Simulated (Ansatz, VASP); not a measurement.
# Zn: VASP beside Ansatz

Contents of POSCAR:

```
Zn
1.0
   -1.5690370000      1.5690370000      1.5690370000
    1.5690370000     -1.5690370000      1.5690370000
    1.5690370000      1.5690370000     -1.5690370000
Zn
1
Direct
    0.0000000000      0.0000000000      0.0000000000
```

INCAR.step1

```
SYSTEM = Zn
ALGO = Normal
EDIFF = 1E-5
ENCUT = 600
GGA = PE
ISMEAR = -1
LASPH = .True.
LCHARG = .False.
LREAL = .False.
LWAVE = .True.
NBANDS = 12
NELM = 60
PREC = Accurate
SIGMA = 0.05
```

INCAR.step2

```
SYSTEM = Zn
ALGO = Normal
EDIFF = 1E-6
EDIFFG = -0.01
ENCUT = 600
GGA = PE
HFSCREEN = 0.2079
IBRION = 2
ISIF = 3
ISMEAR = -1
ISTART = 1
LASPH = .True.
LCHARG = .False.
LHFCALC = .True.
LREAL = .False.
LWAVE = .False.
NELM = 60
NSW = 60
PREC = Accurate
PRECFOCK = Normal
SIGMA = 0.05
```

The input KPOINTS:

```
k-points
0
Gamma
  6 6 6
  0 0 0
```

Contents of input:

```
crystal:
  lattice:
    - [-1.569037, 1.569037, 1.569037]
    - [1.569037, -1.569037, 1.569037]
    - [1.569037, 1.569037, -1.569037]
  atoms:
    - { symbol: Zn, position: [0.0, 0.0, 0.0] }
hamiltonian:
  xc: hse06
  pseudopotentials: { kind: paw }
kpoints:
  mp_grid: { grid: [6, 6, 6] }
scf:
  occupations: { method: fermi_dirac, width: 0.05 }
output:
  forces: true
  stress: true
  eigenvalues: true
relax:
  f_tol: 0.01
  max_steps: 40
  cell: { stress_tol: 0.05 }
```

Alike in both runs: task relaxation of cell and atoms; functional HSE06; k mesh 6 × 6 × 6; occupations fermi-dirac, width 0.05 eV; no spin polarisation.

|  | VASP | Ansatz |
| --- | --- | --- |
| version | VASP 6.6.1 | Ansatz 0.2.0 |
| potentials or method | VASP PAW PBE potentials, release 64 (Zn) | Ansatz PAW |
| plane-wave cutoff (eV) | 600 | 420 |
| valence electrons in the cell | 12 | 12 |

Ansatz gave:

* gap on the k mesh at the Fermi level, each at its own relaxed structure (eV): none
* relaxed volume (Å³/atom): 15.51
* relaxed cell length with the largest relative difference (Å): 2.721

Q: What did VASP give for the same quantities?

A: gap on the k mesh at the Fermi level, each at its own relaxed structure (eV): none; relaxed volume (Å³/atom): 15.49; relaxed cell length with the largest relative difference (Å): 2.720.

A gap of «none» marks a metal or a gap that the smearing closes.

The k mesh is coarse, so the values compare programs but aren't converged. Noted on Ansatz's run: the plane-wave basis is chosen anew once the cell has moved, so the energies of steps on either side of that aren't comparable.
